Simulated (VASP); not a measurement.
The system is CsPbBr3.

```
Pb Cs Br
1.0
     5.65709    0.00000    0.00000
     0.00000    5.65709    0.00000
     0.00000    0.00000    5.65709
Pb Cs Br
1 1 3
Direct
  0.50000 0.50000 0.50000
  0.00000 0.00000 0.00000
  0.00000 0.50000 0.50000
  0.50000 0.00000 0.50000
  0.50000 0.50000 0.00000
```

Base run:

```yaml
Program: VASP 6.6.1
Functional: PBEsol
Potentials_or_basis: VASP PAW PBE potentials, release 64 (Pb_d, Cs_sv, Br)
Cutoff: 500 eV
k_mesh: 3 × 3 × 3
Occupations: methfessel-paxton, width 0.0617 eV
Spin: no spin polarisation
```

Its results: band gap on the k mesh 3.94 eV, indirect (least direct gap 3.96 eV); pressure 2.6 GPa.

Question: The run is repeated on the same cell with these changes: k mesh from 3 × 3 × 3 to 3 × 3 × 3, shifted. What comes out?

Answer: Band gap on the k mesh 0.87 eV, direct; pressure 3.7 GPa.

Caveats: the PAW data sets were made with another functional, which shifts forces and pressure a little; spin-orbit coupling is left out, which moves the levels of the heavy elements.

A k mesh can miss the band edges.
